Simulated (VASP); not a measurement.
# Si (P6_3/mmc) in VASP: dielectric tensor with PBEsol

Aim: the dielectric tensor of Si with PBEsol.

Program: VASP 6.6.1. These are calculated values, not measurements. Logs are shortened: lines on timing, memory, paths and dates and some standing lists are left out, and cuts for length are marked.

## 1. The cell of the first run

It takes space group P6_3/mmc (No. 194, hexagonal). The conventional cell has a = 3.831 Å, b = 3.831 Å, c = 6.333 Å, α = 90.00°, β = 90.00°, γ = 120.00°. Within 3.1 Å of Si (site symmetry 3m) lie 4 Si at 2.35 to 2.37 Å.

This isn't the form of Si at room conditions, which is diamond.

## 2. Dielectric tensor, PBEsol

File INCAR:

```
SYSTEM = Si
PREC = Accurate ; ENCUT = 520
EDIFF = 1E-8 ; ISMEAR = 0
SIGMA = 0.01 ; LREAL = .FALSE.
LASPH = .TRUE. ; NELM = 100
ALGO = Normal ; ISIF = 2
LWAVE = .FALSE. ; LCHARG = .FALSE.
GGA = PS ; LEPSILON = .TRUE.
```

File KPOINTS:

```
Automatic mesh
0
G
  8 8 4
  0 0 0
```

File POSCAR:

```
Si
1.0
    3.8313174605      0.0000000000      0.0000000000
   -1.9156587303      3.3180182508      0.0000000000
    0.0000000000      0.0000000000      6.3326220002
Si
4
Direct
    0.6666666667      0.3333333333      0.9369905000
    0.3333333333      0.6666666667      0.4369905000
    0.6666666667      0.3333333333      0.5630095000
    0.3333333333      0.6666666667      0.0630095000
```

Potentials or basis: VASP PAW PBE potentials, release 64 (Si).

Command:

```console
$ cat potpaw_PBE.64/Si/POTCAR > POTCAR
$ mpirun -np 1 vasp_std > vasp.out
```

OUTCAR:

```text
SYSTEM = Si
   PREC = Accurate
   ENCUT = 520
   EDIFF = 1E-8
   ISMEAR = 0
   LREAL = .FALSE.
   LASPH = .TRUE.
   NELM = 100
   ISIF = 2
   GGA = PS
   LEPSILON = .TRUE.

 ion  position               nearest neighbor table
   1  0.667  0.333  0.937-   4 2.35   4 2.35   4 2.35   3 2.37
   2  0.333  0.667  0.437-   3 2.35   3 2.35   3 2.35   4 2.37
   3  0.667  0.333  0.563-   2 2.35   2 2.35   2 2.35   1 2.37
   4  0.333  0.667  0.063-   1 2.35   1 2.35   1 2.35   2 2.37

  LATTYP: Found a hexagonal cell.
 ALAT       =     3.8313174605
 C/A-ratio  =     1.6528575524

  Lattice vectors:

 A1 = (   3.8313174605,   0.0000000000,   0.0000000000)
 A2 = (  -1.9156587303,   3.3180182508,   0.0000000000)
 A3 = (   0.0000000000,   0.0000000000,   6.3326220002)

Analysis of symmetry for initial positions (statically):
=====================================================================
 Subroutine PRICEL returns:
 Original cell was already a primitive cell.

 Routine SETGRP: Setting up the symmetry group for a
 hexagonal supercell.

 Subroutine GETGRP returns: Found 24 space group operations
 (whereof 12 operations were pure point group operations)
 out of a pool of 24 trial point group operations.

The static configuration has the point symmetry D_3d.
 The point group associated with its full space group is D_6h.

Analysis of symmetry for dynamics (positions and initial velocities):
=====================================================================
 Subroutine PRICEL returns:
 Original cell was already a primitive cell.

 Routine SETGRP: Setting up the symmetry group for a
 hexagonal supercell.

 Subroutine GETGRP returns: Found 24 space group operations
 (whereof 12 operations were pure point group operations)
 out of a pool of 24 trial point group operations.

The dynamic configuration has the point symmetry D_3d.
 The point group associated with its full space group is D_6h.

 Subroutine INISYM returns: Found 24 space group operations
 (whereof 12 operations are pure point group operations),
 and found     1 'primitive' translations

----------------------------------------------------------------------------------------

                                     Primitive cell

  volume of cell :      80.5027

  direct lattice vectors                    reciprocal lattice vectors
     3.831317461  0.000000000  0.000000000     0.261006823  0.150692360  0.000000000
    -1.915658730  3.318018251  0.000000000     0.000000000  0.301384720  0.000000000
     0.000000000  0.000000000  6.332622000     0.000000000  0.000000000  0.157912473

  length of vectors
     3.831317461  3.831317461  6.332622000     0.301384720  0.301384720  0.157912473

  position of ions in fractional coordinates (direct lattice)
     0.666666667  0.333333333  0.936990500
     0.333333333  0.666666667  0.436990500
     0.666666667  0.333333333  0.563009500
     0.333333333  0.666666667  0.063009500

  ion indices of the primitive-cell ions
   primitive index   ion index
                 1           1
                 2           2
                 3           3
                 4           4

----------------------------------------------------------------------------------------

 KPOINTS: Automatic mesh

Automatic generation of k-mesh.
 Grid dimensions read from file:
 generate k-points for:    8    8    4

 Generating k-lattice:

  Cartesian coordinates                     Fractional coordinates (reciprocal lattice)
     0.032625853  0.018836545  0.000000000     0.125000000  0.000000000  0.000000000
     0.000000000  0.037673090  0.000000000     0.000000000  0.125000000  0.000000000
     0.000000000  0.000000000  0.039478118     0.000000000  0.000000000  0.250000000

  Length of vectors
[... 94 lines left out ...]

 number of electron      15.9999999 magnetization

 E-fermi :   6.0918     XC(G=0):  -9.5281

 val. band max:        5.9965635970   @ k =   0.0000   0.0000   0.0000
 cond. band min:       6.2934525717   @ k =   0.5000   0.0000   0.0000
 fundamental gap:      0.2968889747
 Fermi energy:         6.0917722592

 k-point     1 :       0.0000    0.0000    0.0000
  band No.  band energies     occupation
      1      -6.2312      2.00000
      2      -3.9299      2.00000
      3      -1.2706      2.00000
      4       4.4666      2.00000
      5       4.4666      2.00000
      6       5.6387      2.00000
      7       5.9966      2.00000
      8       5.9966      2.00000
      9       6.9481      0.00000
     10       7.9413      0.00000
     11       7.9413      0.00000
     12       8.2860      0.00000
[... 331 lines left out ...]
 k-point    24 :       0.3750    0.0000    0.5000
  band No.  band energies     occupation
      1      -3.9294      2.00000
      2      -3.9294      2.00000
      3      -0.4192      2.00000
      4      -0.4192      2.00000
      5       3.2920      2.00000
      6       3.2920      2.00000
      7       3.7089      2.00000
      8       3.7089      2.00000
      9       6.9297      0.00000
     10       6.9297      0.00000
     11       8.1886      0.00000
     12       8.1886      0.00000

 [... further k-points ...]

  FORCE on cell =-STRESS in cart. coord.  units (eV):
  Direction    XX          YY          ZZ          XY          YZ          ZX
  --------------------------------------------------------------------------------------
  -------------------------------------------------------------------------------------
  Total       -0.1632685     -0.1632685     -0.1611497      0.0000000     -0.0000000      0.0000000
  in kB       -3.2493949     -3.2493949     -3.2072271      0.0000000     -0.0000000      0.0000000
  external PRESSURE =      -3.2353390 kB  Pullay stress =       0.0000000 kB

 VOLUME and BASIS-vectors are now :
 -----------------------------------------------------------------------------
  energy-cutoff  :      520.00
  volume of cell :       80.50
      direct lattice vectors                 reciprocal lattice vectors
     3.831317461  0.000000000  0.000000000     0.261006823  0.150692360  0.000000000
    -1.915658730  3.318018251  0.000000000     0.000000000  0.301384720  0.000000000
     0.000000000  0.000000000  6.332622000     0.000000000  0.000000000  0.157912473

 POSITION                                       TOTAL-FORCE (eV/Angst)
 -----------------------------------------------------------------------------------
      1.91566      1.10601      5.93361         0.000000      0.000000      0.009426
     -0.00000      2.21201      2.76730         0.000000     -0.000000      0.009426
      1.91566      1.10601      3.56533        -0.000000      0.000000     -0.009426
     -0.00000      2.21201      0.39902        -0.000000      0.000000     -0.009426
 -----------------------------------------------------------------------------------
    total drift:                                0.000000     -0.000000      0.000000

  FREE ENERGIE OF THE ION-ELECTRON SYSTEM (eV)
  ---------------------------------------------------
  free  energy   TOTEN  =       -22.9449018153 eV

  energy  without entropy=      -22.9449018153  energy(sigma->0) =      -22.94490182

 HEAD OF MICROSCOPIC STATIC DIELECTRIC TENSOR (INDEPENDENT PARTICLE, excluding Hartree and local field effects)
 ------------------------------------------------------
          14.974088    -0.000000     0.000000
          -0.000000    14.974088     0.000000
           0.000000     0.000000    14.496470
 ------------------------------------------------------

 Free energy of the ion-electron system (eV)
  ---------------------------------------------------
  ---------------------------------------------------
  free energy    TOTEN  =        -3.10573268 eV

  energy without entropy =       -3.10573268

------------------------ aborting loop because EDIFF is reached ----------------------------------------

--------------------------------------- Ionic step        2  -------------------------------------------

------------------------ aborting loop because EDIFF is reached ----------------------------------------

--------------------------------------- Ionic step        3  -------------------------------------------

 Free energy of the ion-electron system (eV)
  ---------------------------------------------------
  ---------------------------------------------------
  free energy    TOTEN  =        -3.01563284 eV

  energy without entropy =       -3.01563284

------------------------ aborting loop because EDIFF is reached ----------------------------------------

 PIEZOELECTRIC TENSOR FIELD DIRECTION 3  (e Angst)
 -----------------------------------------------------------------------------
    -0.01291 -0.00000 -0.00000           (  0.00000 -0.00000 -0.00000)
     0.00000 -0.01291 -0.00000           ( -0.00000  0.00000  0.00000)
    -0.00000  0.00000  0.02586           ( -0.00000  0.00000  0.00001)

 PIEZOELECTRIC TENSOR FIELD DIRECTION 3  (C/m^2)
 -----------------------------------------------------------------------------
    -0.00257 -0.00000 -0.00000
     0.00000 -0.00257 -0.00000
    -0.00000  0.00000  0.00515

 MACROSCOPIC STATIC DIELECTRIC TENSOR (including local field effects in DFT)
 ------------------------------------------------------
          14.156670    -0.000000     0.000000
          -0.000000    14.156670     0.000000
           0.000000     0.000000    13.767324
 ------------------------------------------------------

 PIEZOELECTRIC TENSOR (including local field effects)  for field in x, y, z        (e  Angst)
          XX          YY          ZZ          XY          YZ          ZX
  --------------------------------------------------------------------------------
  x     0.00000     0.00000     0.00000     0.00000     0.00000     0.00000
  y     0.00000     0.00000     0.00000     0.00000     0.00000     0.00000
  z     0.00000     0.00000     0.00000     0.00000     0.00000     0.00000

 PIEZOELECTRIC TENSOR (including local field effects)  for field in x, y, z        (C/m^2)
          XX          YY          ZZ          XY          YZ          ZX
  --------------------------------------------------------------------------------
  x     0.00000     0.00000     0.00000     0.00000     0.00000     0.00000
  y     0.00000     0.00000     0.00000     0.00000     0.00000     0.00000
  z     0.00000     0.00000     0.00000     0.00000     0.00000     0.00000

 BORN EFFECTIVE CHARGES (including local field effects) (in |e|, cummulative output)
 ---------------------------------------------------------------------------------
 ion    1
    1     0.00000     0.00000    -0.00000
    2     0.00000     0.00000    -0.00000
    3    -0.00000    -0.00000     0.00000
 ion    2
    1     0.00000     0.00000     0.00000
    2     0.00000     0.00000     0.00000
    3    -0.00000     0.00000     0.00000
 ion    3
    1     0.00000     0.00000     0.00000
    2     0.00000     0.00000     0.00000
    3     0.00000     0.00000     0.00000
 ion    4
    1     0.00000     0.00000    -0.00000
    2     0.00000     0.00000    -0.00000
    3     0.00000    -0.00000     0.00000
```

Wall time 9.6 min (1 thread of Intel Xeon 8259CL, shared host); peak memory 0.3 GiB.

What came out:

```
Band gap on the k mesh                  : 0.30 eV (least direct gap 0.95 eV)
Electronic dielectric tensor (diagonal) : 14.16, 14.16, 13.77
Born charges (mean of the diagonal)     : Si +0.00 e
```

Levels at points of the mesh, in eV from the valence-band top:
```tsv
k point	band 4	band 5	band 6	band 7	band 8	band 9	band 10	band 11	band 12
(0.00, 0.00, 0.00)	-1.53	-1.53	-0.36	0.00	0.00	0.95	1.94	1.94	2.29
(0.50, 0.00, 0.00)	-6.00	-4.72	-3.08	-3.04	-1.45	0.30	2.27	2.89	3.04
(0.00, 0.00, 0.50)	-4.26	-0.94	-0.94	-0.94	-0.94	1.73	1.73	2.92	2.92
(0.50, 0.00, 0.50)	-7.29	-2.48	-2.48	-2.44	-2.44	0.81	0.81	1.56	1.56
```

Electronic dielectric tensor:
```
14.16  0.00  0.00
 0.00 14.16  0.00
 0.00  0.00 13.77
```

Born effective charge tensors (e):
atom 1, Si
```
0.00 0.00 0.00
0.00 0.00 0.00
0.00 0.00 0.00
```
atom 2, Si
```
0.00 0.00 0.00
0.00 0.00 0.00
0.00 0.00 0.00
```
atom 3, Si
```
0.00 0.00 0.00
0.00 0.00 0.00
0.00 0.00 0.00
```
atom 4, Si
```
0.00 0.00 0.00
0.00 0.00 0.00
0.00 0.00 0.00
```

Caveat: the gap is small at this level, which inflates the dielectric constant; semilocal functionals underestimate gaps, and a narrow one can read as zero; the PAW data sets were made with another functional, which shifts forces and pressure a little. A k mesh can miss the band edges.
